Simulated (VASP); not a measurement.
# Br (I4/mmm) in VASP: notebook, part 2 of 2

VASP 6.6.1. Earlier steps stand in the parts before.

## (4) Single point, r2SCAN (strained)

Contents of POSCAR:

```
Br
1.0
   -1.4174418653      1.4174418653      3.7769639634
    1.4174418653     -1.4174418653      3.7769639634
    1.4174418653      1.4174418653     -3.7769639634
Br
1
Direct
    0.0000000000      0.0000000000      0.0000000000
```

Contents of INCAR.step1:

```
ALGO = Normal
EDIFF = 1E-4
ENCUT = 520
GGA = PE
ISMEAR = 0
LASPH = T
LCHARG = F
LREAL = F
LWAVE = T
NBANDS = 10
NELM = 100
PREC = Accurate
SIGMA = 0.1
```

Contents of INCAR.step2:

```
ALGO = Normal
EDIFF = 1E-6
ENCUT = 520
ISIF = 2
ISMEAR = 0
ISTART = 1
LASPH = T
LCHARG = T
LELF = T
LMIXTAU = T
LREAL = F
LVHAR = T
LWAVE = F
METAGGA = R2SCAN
NBANDS = 10
NELM = 100
PREC = Accurate
SIGMA = 0.1
```

Contents of KPOINTS:

```
k-points
0
Gamma
  20 20 20
```

Potentials or basis: VASP PAW PBE potentials, release 64 (Br).

Started as:

```console
cat potpaw_PBE.64/Br/POTCAR > POTCAR
cp INCAR.step1 INCAR
mpirun -np 1 vasp_std > vasp.out
cp INCAR.step2 INCAR
mpirun -np 1 vasp_std > vasp.out
```

OUTCAR:

```text
EDIFF = 1E-6
   ENCUT = 520
   ISIF = 2
   ISMEAR = 0
   ISTART = 1
   LASPH = T
   LREAL = F
   METAGGA = R2SCAN
   NELM = 100
   PREC = Accurate

 ion  position               nearest neighbor table
   1  0.000  0.000  0.000-

  LATTYP: Found a body centered tetragonal cell.
 ALAT       =     2.8348837306
 C/A-ratio  =     2.6646341242

  Lattice vectors:

 A1 = (  -1.4174418653,   1.4174418653,   3.7769639634)
 A2 = (   1.4174418653,  -1.4174418653,   3.7769639634)
[... 492 lines left out ...]

 [... further k-points ...]

------------------------ aborting loop because EDIFF is reached ----------------------------------------

  FORCE on cell =-STRESS in cart. coord.  units (eV):
  Direction    XX          YY          ZZ          XY          YZ          ZX
  --------------------------------------------------------------------------------------
  -------------------------------------------------------------------------------------
  Total        0.1984752      0.1984752     -0.0659281      0.0000000      0.0000000      0.0000000
  in kB       10.4761915     10.4761915     -3.4799103      0.0000000      0.0000000      0.0000000
  external PRESSURE =       5.8241576 kB  Pullay stress =       0.0000000 kB

 VOLUME and BASIS-vectors are now :
 -----------------------------------------------------------------------------
  energy-cutoff  :      520.00
  volume of cell :       30.35
      direct lattice vectors                 reciprocal lattice vectors
    -1.417441865  1.417441865  3.776963963     0.000000000  0.352748153  0.132381459
     1.417441865 -1.417441865  3.776963963     0.352748153  0.000000000  0.132381459
     1.417441865  1.417441865 -3.776963963     0.352748153  0.352748153  0.000000000

 POSITION                                       TOTAL-FORCE (eV/Angst)
 -----------------------------------------------------------------------------------
      0.00000      0.00000      0.00000        -0.000000     -0.000000     -0.000000
 -----------------------------------------------------------------------------------
    total drift:                               -0.000000      0.000000     -0.000000

  FREE ENERGIE OF THE ION-ELECTRON SYSTEM (eV)
  ---------------------------------------------------
  free  energy   TOTEN  =       -13.0220666063 eV

  energy  without entropy=      -13.0184256228  energy(sigma->0) =      -13.02024611
```

OUTCAR.step1:

```text
EDIFF = 1E-4
   ENCUT = 520
   GGA = PE
   ISMEAR = 0
   LASPH = T
[... 528 lines left out ...]

 POSITION                                       TOTAL-FORCE (eV/Angst)
 -----------------------------------------------------------------------------------
      0.00000      0.00000      0.00000         0.000000      0.000000      0.000000
 -----------------------------------------------------------------------------------
    total drift:                                0.000000      0.000000     -0.000000

  FREE ENERGIE OF THE ION-ELECTRON SYSTEM (eV)
  ---------------------------------------------------
  free  energy   TOTEN  =        -1.4496231900 eV

  energy  without entropy=       -1.4458902195  energy(sigma->0) =       -1.44775670
```

OSZICAR.step1:

```text
N       E                     dE             d eps       ncg     rms          rms(c)
DAV:   1     0.220418716055E+02    0.22042E+02   -0.28307E+03 12836   0.529E+02
DAV:   2    -0.527777831236E+00   -0.22570E+02   -0.21900E+02 16512   0.966E+01
DAV:   3    -0.148779931621E+01   -0.96002E+00   -0.94839E+00 15736   0.189E+01
DAV:   4    -0.149132516734E+01   -0.35259E-02   -0.35254E-02 15900   0.136E+00
DAV:   5    -0.149133634176E+01   -0.11174E-04   -0.11174E-04 15544   0.720E-02    0.620E+00
DAV:   6    -0.146202405232E+01    0.29312E-01   -0.19092E-02 14462   0.766E-01    0.378E+00
DAV:   7    -0.144966914886E+01    0.12355E-01   -0.39402E-02 14452   0.112E+00    0.134E-01
DAV:   8    -0.144962066841E+01    0.48480E-04   -0.11610E-03 14116   0.214E-01    0.500E-02
DAV:   9    -0.144962319002E+01   -0.25216E-05   -0.10533E-05  8630   0.242E-02
   1 F= -.14496232E+01 E0= -.14477567E+01  d E =-.373297E-02
```

Wall time 18 min (1 thread of Oxide Virtual Turin-like, shared host); peak memory 0.29 GiB.

Results:

| Item | Value |
| --- | --- |
| Free energy | -13.0221 eV |
| Pressure | 0.6 GPa |
| Band gap on the k mesh | zero (an odd number of electrons rules out a gap without spin polarisation) |

Stress tensor (GPa, compression positive):
```
 1.05  0.00  0.00
 0.00  1.05  0.00
 0.00  0.00 -0.35
```

Levels at points of the mesh, in eV from the Fermi level:
| k point | band 1 | band 2 | band 3 | band 4 | band 5 | band 6 | band 7 | band 8 |
| --- | --- | --- | --- | --- | --- | --- | --- | --- |
| (0.00, 0.00, 0.00) | -17.00 | -2.85 | 0.96 | 0.96 | 5.54 | 10.30 | 10.99 | 16.91 |
| (0.50, 0.00, 0.00) | -15.26 | -6.17 | -2.12 | 1.96 | 6.75 | 12.81 | 12.86 | 14.45 |
| (0.50, 0.50, 0.00) | -13.60 | -4.75 | -4.56 | -0.76 | 5.92 | 9.02 | 12.58 | 14.27 |
| (0.50, 0.50, 0.50) | -16.84 | -4.56 | 0.85 | 0.85 | 9.92 | 10.26 | 11.42 | 16.22 |

Caveat: the cell differs from its parent crystal (strained); the PAW data sets were made with another functional, which shifts forces and pressure a little; an odd number of electrons without spin polarisation forces a metal; a magnetic or distorted state may lie lower.

## (5) Summary

```csv
level,cell,k mesh,gap on the mesh (eV),pressure (GPa)
PBEsol,"a = 4.123 Å, angles 137.5, 137.5, 61.7°, 1 atom",20 × 20 × 20,none,-4.5
PBEsol,"a = 4.105 Å, angles 139.4, 139.4, 58.7°, 1 atom",18 × 18 × 18,none,-1.1
r2SCAN,"a = 4.276 Å, angles 141.3, 141.3, 55.9°, 1 atom",20 × 20 × 20,none,0.6
```

Alike in all rows: task single point; potentials or basis VASP PAW PBE potentials, release 64 (Br); no spin polarisation; cutoff (eV) 520; smearing gaussian 0.1 eV.

Caveats: the PAW data sets were made with another functional, which shifts forces and pressure a little; an odd number of electrons without spin polarisation forces a metal; a magnetic or distorted state may lie lower; the cell stands under tension (at least some runs).

Total energies depend on the potentials used, so only differences within one code and one set of settings carry meaning.
